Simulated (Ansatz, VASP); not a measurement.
VH2: VASP beside Ansatz

File INCAR:

```
PREC     = Accurate       # precision mode
ENCUT    = 520            # plane-wave cutoff, eV
EDIFF    = 1E-6           # SCF threshold, eV
ISMEAR   = -1             # smearing method
SIGMA    = 0.05           # smearing width, eV
LREAL    = False          # projectors in reciprocal space
LASPH    = True           # aspherical terms in the spheres
NELM     = 150            # most SCF steps
ALGO     = Normal         # electronic algorithm
ISIF     = 2              # what is computed and relaxed
LWAVE    = False          # write WAVECAR
LCHARG   = True           # write CHGCAR
ISPIN    = 2              # spin polarisation
MAGMOM   = 1.5 0 0        # initial moments
LORBIT   = 11             # projections on sites
LMAXMIX  = 4              # l up to which the mixer works
LELF     = True           # ELF
LVHAR    = True         
NBANDS   = 18             # bands
```

Contents of KPOINTS:

```
Automatic mesh
0
Gamma
  11 11 11
```

The input POSCAR:

```
VH2
1.0
    0.0000000000      2.1355000000      2.1355000000
    2.1355000000      0.0000000000      2.1355000000
    2.1355000000      2.1355000000      0.0000000000
V H
1 2
Direct
   -0.0562500000      0.0187500000      0.0187500000
    0.3062500000      0.2312500000      0.2312500000
    0.7500000000      0.7500000000      0.7500000000
```

Input for Ansatz:

```yaml
crystal:
  lattice:
    - [0.0, 2.1355, 2.1355]
    - [2.1355, 0.0, 2.1355]
    - [2.1355, 2.1355, 0.0]
  atoms:
    - { symbol: V, position: [-0.05625, 0.01875, 0.01875], spin: 1.5 }
    - { symbol: H, position: [0.30625, 0.23125, 0.23125] }
    - { symbol: H, position: [0.75, 0.75, 0.75] }
magnetization:
  spin_polarized: true
kpoints:
  mp_grid: { grid: [11, 11, 11] }
scf:
  occupations: { method: fermi_dirac, width: 0.05 }
hamiltonian:
  xc: lda
  pseudopotentials: { kind: all_electron, lapw: { basis_error: 0.001 } }
output:
  forces: true
  stress: true
  eigenvalues: true
  populations: true
```

Change from the starting cell: shortest bond scaled by 0.85, LAPW.

Alike in both runs: task single point; functional LDA; k mesh 11 × 11 × 11; occupations fermi-dirac, width 0.05 eV; collinear spin.

|  | VASP | Ansatz |
| --- | --- | --- |
| version | VASP 6.6.1 | Ansatz 0.2.0 |
| potentials or method | VASP PAW LDA potentials, release 64 (V_sv, H), cutoff 520 eV | all-electron LAPW, scalar-relativistic |

|  | VASP | Ansatz | Ansatz less VASP |
| --- | --- | --- | --- |
| pressure (GPa) | -10.9 | -11.2 | -0.30 |
| traceless stress, the component that is largest in VASP (GPa) | -6.30 | -6.24 | +0.057 |
| rms of the force components (eV/Å) | 1.261 | 1.253 | -0.0085 |
| net moment per atom (μB) | 0.00 | 0.00 | 0.000 |

LDA's correlation is that of Perdew and Zunger in VASP and of Perdew and Wang (1992) in Ansatz. Atom by atom the forces differ by 0.009 eV/Å (rms over components). Ansatz ran all-electron here, and VASP with PAW potentials. Ansatz's warnings: seeded moment not kept.
